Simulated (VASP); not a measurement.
Here is a VASP 6.6.1 calculation.

Contents of INCAR:

```
SYSTEM = W
PREC = Accurate
ENCUT = 520
EDIFF = 1E-6
ISMEAR = -1
SIGMA = 0.15
LREAL = .FALSE.
LASPH = .TRUE.
NELM = 60
ALGO = Normal
ISIF = 2
LWAVE = .FALSE.
LCHARG = .FALSE.
GGA = PE
NBANDS = 13
```

KPOINTS

```
Automatic mesh
0
G
  16 16 16
  0 0 0
```

Contents of POSCAR:

```
W
1.0
   -1.5918227068      1.5918227068      1.5918227068
    1.5918227068     -1.5918227068      1.5918227068
    1.5918227068      1.5918227068     -1.5918227068
W
1
Direct
    0.0000000000      0.0000000000      0.0000000000
```

Potentials or basis: VASP PAW PBE potentials, release 64 (W_sv).

Command:

```bash
$ cat potpaw_PBE.64/W_sv/POTCAR > POTCAR
$ mpirun -np 1 vasp_std > vasp.out
```

Q: Estimate the pressure.

A: 0.5 GPa.

Q: Estimate the band gap on the k mesh.

A: Zero (band 7 reaches 16.23 eV, above the bottom of band 8 at 9.99 eV).

Caveat: spin-orbit coupling is left out, which moves the levels of the heavy elements.
